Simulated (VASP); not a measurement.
# Mo in VASP: a series of runs

Aim: see how the results for Mo move with the level of theory and the settings. Levels: BLYP, BLYP+D4. Tasks: single point.

All numbers are computed with VASP 6.6.1; they aren't measurements. Logs are shortened: lines on timing, memory, paths and dates and some standing lists are left out, and cuts for length are marked.

## 1. The cell of the first run

The typed cell holds 1 atom: a = 2.837 Å, b = 2.922 Å, c = 2.872 Å, α = 58.46°, β = 59.70°, γ = 58.19°.

## 2. Single point, BLYP, non-collinear spin, typed start

Contents of INCAR:

```
PREC = Accurate
ENCUT = 520
EDIFF = 1E-7
ISMEAR = -1
SIGMA = 0.01
LREAL = False
LASPH = True
NELM = 150
ALGO = Normal
ISIF = 2
LWAVE = False
LCHARG = False
LNONCOLLINEAR = True
MAGMOM = -0.503 -0.102 -0.446
LORBIT = 11
LMAXMIX = 4
GGA = B5
ALDAX = 1.0
AGGAX = 1.0
AGGAC = 1.0
ALDAC = 0.0
NBANDS = 25
```

Contents of KPOINTS:

```
Automatic mesh
0
Gamma
  8 8 8
```

Contents of POSCAR:

```
Mo
1.0
    0.0531720000      1.9733610000      2.0378750000
    2.0684260000      0.0275200000      2.0635270000
    2.0652550000      1.9958420000      0.0306920000
Mo
1
Direct
   -0.0008840000      0.0031170000     -0.0055460000
```

Potentials or basis: VASP PAW PBE potentials, release 64 (Mo_sv).

Run with:

```sh
> cat potpaw_PBE.64/Mo_sv/POTCAR > POTCAR
> mpirun -np 1 vasp_ncl > vasp.out
```

OUTCAR:

```text
PREC = Accurate
   ENCUT = 520
   EDIFF = 1E-7
   ISMEAR = -1
   LREAL = False
   LASPH = True
   NELM = 150
   ISIF = 2
   LNONCOLLINEAR = True
   LORBIT = 11
   GGA = B5

 ion  position               nearest neighbor table
   1  0.999  0.003  0.994-

  LATTYP: Found a triclinic cell.
 ALAT       =     4.9603255510
 B/A-ratio  =     0.5729747452
 C/A-ratio  =     0.5890467496
 COS(alpha) =     0.0024790810
 COS(beta)  =     0.3043230154
 COS(gamma) =     0.8665443583

  Lattice vectors:

 A1 = (  -4.0773380000,  -2.0183230000,   1.9764910000)
 A2 = (  -2.0120830000,  -0.0224810000,   2.0071830000)
 A3 = (  -2.0684260000,  -0.0275200000,  -2.0635270000)

Analysis of symmetry for initial positions (statically):
=====================================================================
 Subroutine PRICEL returns:
 Original cell was already a primitive cell.

 Routine SETGRP: Setting up the symmetry group for a
 triclinic supercell.

 Subroutine GETGRP returns: Found  2 space group operations
 (whereof  1 operations were pure point group operations)
 out of a pool of  2 trial point group operations.

The static configuration has the point symmetry C_1 .
 The point group associated with its full space group is S_2 .

Analysis of symmetry for dynamics (positions and initial velocities):
=====================================================================
 Subroutine PRICEL returns:
 Original cell was already a primitive cell.

 Routine SETGRP: Setting up the symmetry group for a
 triclinic supercell.

 Subroutine GETGRP returns: Found  2 space group operations
 (whereof  1 operations were pure point group operations)
 out of a pool of  2 trial point group operations.

The dynamic configuration has the point symmetry C_1 .
 The point group associated with its full space group is S_2 .

Analysis of structural, dynamic, and magnetic symmetry:
=====================================================================
 Subroutine PRICEL returns:
 Original cell was already a primitive cell.

 Routine SETGRP: Setting up the symmetry group for a
 triclinic supercell.

 Subroutine GETGRP returns: Found  2 space group operations
 (whereof  1 operations were pure point group operations)
 out of a pool of  2 trial point group operations.

The overall configuration has the point symmetry C_1 .
[... 110 lines left out ...]
   NUPDOWN=      -1.0000    fix difference up-down
   EMIN   =  10.00;   EMAX   =-10.00  energy-range for DOS
   EFERMI =   0.00;   METHOD = LEGACY
   ISMEAR =    -1;   SIGMA  =   0.01  broadening in eV -4-tet -1-fermi 0-gaus
   EFERMI_NEDOS =   21; number of points for ismear=-14 and -15
   IALGO  =     38    algorithm
   IMIX   =      4    mixing-type and parameters
     AMIX     =   0.40;   BMIX     =  1.00
     AMIX_MAG =   1.60;   BMIX_MAG =  1.00
  volume/ion in A,a.u.               =      16.36       110.42
  Fermi-wavevector in a.u.,A,eV,Ry     =   1.554172  2.936959 32.864206  2.415451
  Thomas-Fermi vector in A             =   2.658297
   LORBIT       =     11    0 simple, 1 ext, 2 COOP (PROOUT), +10 PAW based schemes
   GGA     = B5    functional components
   LHFCALC =     F    Hartree Fock is set to
   AEXX    =    0.0000 exact exchange contribution
   IVDW    =     0    specifies the selected vdW correction
   LEPSILON=     F    determine dielectric tensor
   LRPA    =     F    only Hartree local field effects (RPA)
  energy-cutoff  :      520.00
  volume of cell :       16.36
 maximum number of plane-waves:       902
 NGX is ok and might be reduce to    24
   NGX = 11   NGY = 11   NGZ = 11

 number of electron      14.0000000 magnetization      -0.0208834     -0.0040953     -0.0179278

 number of electron      14.0000000 magnetization       0.0022026     -0.0005704     -0.0029040

 number of electron      14.0000000 magnetization       0.0000456      0.0000089      0.0000804

 Free energy of the ion-electron system (eV)
  ---------------------------------------------------
  ext. energy  EPLUGINS =         0.00000000
  ---------------------------------------------------
  free energy    TOTEN  =        -9.11098675 eV

  energy without entropy =       -9.11028270  energy(sigma->0) =       -9.11063473

 E-fermi :  12.0406     XC(G=0): -12.4751

 val. band max:       12.0395194095   @ k =   0.2500   0.0000   0.3750
 cond. band min:      12.0454715093   @ k =  -0.2500   0.1250   0.0000
 fundamental gap:      0.0059520998
 Fermi energy:        12.0406212227

 k-point     1 :       0.0000    0.0000    0.0000
  band No.  band energies     occupation
      1     -48.5249      1.00000
      2     -48.5248      1.00000
      3     -22.0984      1.00000
      4     -22.0983      1.00000
      5     -22.0204      1.00000
      6     -22.0203      1.00000
[... 661 lines left out ...]
     24      28.4878      0.00000
     25      29.0794      0.00000

 [... further k-points ...]

------------------------ aborting loop because EDIFF is reached ----------------------------------------

  FORCE on cell =-STRESS in cart. coord.  units (eV):
  Direction    XX          YY          ZZ          XY          YZ          ZX
  --------------------------------------------------------------------------------------
  -------------------------------------------------------------------------------------
  Total        0.7857125     -0.0226607      0.7530607      0.1978039     -0.0990102      0.0222226
  in kB       76.9341385     -2.2188579     73.7369907     19.3682459     -9.6947211      2.1759539
  external PRESSURE =      49.4840904 kB  Pullay stress =       0.0000000 kB

 VOLUME and BASIS-vectors are now :
 -----------------------------------------------------------------------------
  energy-cutoff  :      520.00
  volume of cell :       16.36
      direct lattice vectors                 reciprocal lattice vectors
     0.053172000  1.973361000  2.037875000    -0.251647177  0.256572774  0.248822856
     2.068426000  0.027520000  2.063527000     0.244868403 -0.257115121  0.242586424
     2.065255000  1.995842000  0.030692000     0.245436235  0.250904180 -0.249365079

 POSITION                                       TOTAL-FORCE (eV/Angst)
 -----------------------------------------------------------------------------------
      2.11337      3.95648      2.07303         0.000000      0.000000      0.000000
 -----------------------------------------------------------------------------------
    total drift:                               -0.000000      0.000001     -0.000007

  FREE ENERGIE OF THE ION-ELECTRON SYSTEM (eV)
  ---------------------------------------------------
  free  energy   TOTEN  =        -9.1109867528 eV

  energy  without entropy=       -9.1102827044  energy(sigma->0) =       -9.11063473

 total charge

# of ion       s       p       d       tot
------------------------------------------
    1        2.381   6.159   3.961  12.500

 magnetization (x)

# of ion       s       p       d       tot
------------------------------------------
    1        0.000   0.000   0.000   0.000

 magnetization (y)

# of ion       s       p       d       tot
------------------------------------------
    1        0.000   0.000   0.000   0.000

 magnetization (z)

# of ion       s       p       d       tot
------------------------------------------
    1        0.000   0.000   0.000   0.000
```

OSZICAR:

```text
N       E                     dE             d eps       ncg     rms          rms(c)
DAV:   1     0.138062059642E+03    0.13806E+03   -0.81001E+03 13016   0.116E+03
DAV:   2    -0.698744100955E+01   -0.14505E+03   -0.14031E+03 14644   0.378E+02
DAV:   3    -0.958241427790E+01   -0.25950E+01   -0.25716E+01 15171   0.525E+01
DAV:   4    -0.959189530145E+01   -0.94810E-02   -0.94790E-02 14792   0.349E+00
DAV:   5    -0.959197396583E+01   -0.78664E-04   -0.78663E-04 15587   0.279E-01    0.122E+01
DAV:   6    -0.916574076945E+01    0.42623E+00   -0.76402E-01 13849   0.982E+00    0.342E+00
DAV:   7    -0.911221649061E+01    0.53524E-01   -0.12246E-01 14795   0.378E+00    0.176E+00
DAV:   8    -0.911208816114E+01    0.12833E-03   -0.30410E-03 14246   0.645E-01    0.612E-01
DAV:   9    -0.911076605263E+01    0.13221E-02   -0.15565E-03 15855   0.514E-01    0.197E-01
DAV:  10    -0.911097309653E+01   -0.20704E-03   -0.37197E-04 13452   0.228E-01    0.436E-02
DAV:  11    -0.911098404439E+01   -0.10948E-04   -0.14993E-05 15223   0.424E-02    0.260E-02
DAV:  12    -0.911098658971E+01   -0.25453E-05   -0.45168E-06 13562   0.225E-02    0.713E-03
DAV:  13    -0.911098676551E+01   -0.17580E-06   -0.27999E-07 15198   0.592E-03    0.206E-03
DAV:  14    -0.911098675276E+01    0.12745E-07   -0.39493E-08  8871   0.225E-03
   1 F= -.91109868E+01 E0= -.91106347E+01  d E =-.704048E-03  mag=     0.0000     0.0000     0.0000
```

It took 4.8 min on 1 thread of AMD EPYC 7R43 (Zen 3), shared host; peak memory 0.26 GiB.

Results:

```yaml
Free_energy: -9.1110 eV
Pressure: 4.9 GPa
Band_gap_on_the_k_mesh: zero (band 14 reaches 15.75 eV, above the bottom of band 15 at 11.62 eV)
Net_moment: 0.00 μB per cell
Valence_electrons_inside_the_program's_atomic_spheres: Mo 12.50
```

Stress tensor (GPa, compression positive):
```
 7.69  1.94  0.22
 1.94 -0.22 -0.97
 0.22 -0.97  7.37
```

Levels at points of the mesh, in eV from the Fermi level:
```
           k point  band 10  band 11  band 12  band 13  band 14  band 15  band 16  band 17  band 18  band 19
(0.00, 0.00, 0.00)    -6.50    -1.14    -1.14    -0.73    -0.73    -0.41    -0.41     1.56     1.56     2.09
(0.50, 0.00, 0.00)    -4.49    -1.34    -1.34    -0.65    -0.65     1.99     1.99     3.78     3.78     3.99
(0.00, 0.50, 0.00)    -4.47    -1.04    -1.04    -0.77    -0.77     1.73     1.73     3.45     3.45     4.09
(0.50, 0.50, 0.00)    -4.76    -4.15    -4.15     3.71     3.71     3.90     3.90     4.21     4.21     4.54
(0.00, 0.00, 0.50)    -4.48    -1.39    -1.39    -0.44    -0.44     1.76     1.76     3.69     3.69     3.94
(0.50, 0.00, 0.50)    -4.77    -4.22    -4.22     3.71     3.71     4.39     4.39     4.40     4.40     4.53
(0.00, 0.50, 0.50)    -4.75    -4.14    -4.14     3.70     3.70     3.86     3.86     4.20     4.20     4.54
(0.50, 0.50, 0.50)    -4.47    -1.01    -1.01    -0.65    -0.65     1.46     1.46     3.52     3.52     3.90
```

Moments on the atoms (μB; x, y, z):
```
Mo  0.00 0.00 0.00
```

Caveat: the PAW data sets were made with another functional, which shifts forces and pressure a little.

(Continued in part 2 of 2.)
